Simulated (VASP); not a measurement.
Here is a VASP 6.6.1 calculation.

File INCAR:

```
  PREC = Accurate
  ENCUT = 520
  EDIFF = 1E-7
  ISMEAR = 0
  SIGMA = 0.1
  LREAL = False
  LASPH = True
  NELM = 150
  ALGO = Normal
  ISIF = 2
  LWAVE = False
  LCHARG = True
  ISPIN = 2
  MAGMOM = 0 1.46 1.46 1.46
  LORBIT = 11
  GGA = PE
  LELF = True
  LVHAR = True
  NBANDS = 27
```

File KPOINTS:

```
regular mesh
0
Gamma
  14 14 14
```

POSCAR

```
ZnO3
1.0
    3.3925647014      0.0000000000      0.0000000000
    0.0000000000      3.3925647014      0.0000000000
    0.0000000000      0.0000000000      3.3925647014
Zn O
1 3
Direct
    0.0000000000      0.0000000000      0.0000000000
    0.0000000000      0.5000000000      0.5000000000
    0.5000000000      0.0000000000      0.5000000000
    0.5000000000      0.5000000000      0.0000000000
```

Potentials or basis: VASP PAW PBE potentials, release 64 (Zn, O).

Command:

```sh
$ cat potpaw_PBE.64/Zn/POTCAR potpaw_PBE.64/O/POTCAR > POTCAR
$ mpirun -np 1 vasp_std > vasp.out
```

(1) Estimate the band gap on the k mesh.

(2) Estimate the pressure.

(3) Estimate the site moments.

(4) Estimate the net moment.

Answers

(1) zero (filled and empty bands overlap).

(2) 0.1 GPa.

(3) Zn -0.03; O +1.17 μB.

(4) 4.00 μB per cell.
